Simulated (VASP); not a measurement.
A run of VASP 6.6.1 is set up as follows.

The input INCAR:

```
  ALGO = Normal
  EDIFF = 1E-7
  EDIFFG = -0.04
  ENCUT = 600
  GGA = PE
  IBRION = 2
  ISIF = 3
  ISMEAR = 0
  LASPH = True
  LCHARG = False
  LREAL = False
  LWAVE = False
  NELM = 80
  NSW = 90
  PREC = Accurate
  SIGMA = 0.1
```

Contents of KPOINTS:

```
k-points
0
Gamma
  6 6 2
```

POSCAR

```
Nb
1.0
    3.2197178082      0.0000000000      0.0000000000
   -1.6098589041      2.7883574149      0.0000000000
    0.0000000000      0.0000000000      8.7691501281
Nb
4
Direct
    0.0000000000      0.0000000000      0.2500000000
    0.0000000000      0.0000000000      0.7500000000
    0.3333333333      0.6666666667      0.7500000000
    0.6666666667      0.3333333333      0.2500000000
```

Potentials or basis: VASP PAW PBE potentials, release 64 (Nb_sv).

Launch:

```bash
$ cat potpaw_PBE.64/Nb_sv/POTCAR > POTCAR
$ mpirun -np 1 vasp_std > vasp.out
```

Q: Predict the space group after relaxing (to 0.1 Å).

A: P6_3/mmc (No. 194).

Q: Estimate the band gap on the k mesh.

A: Zero (bands 26 and 27 overlap by 0.39 eV).

Q: Estimate the relaxed volume.

A: 21.24 Å³/atom.

Stress tensor (GPa, compression positive):
```
 0.10  0.00  0.00
 0.00  0.10  0.00
 0.00  0.00 -0.02
```

Caveat: the k points lie up to 0.67 Å⁻¹ apart in the final cell; a cell axis changed by over 15 % at a fixed basis, so the end point is rough.
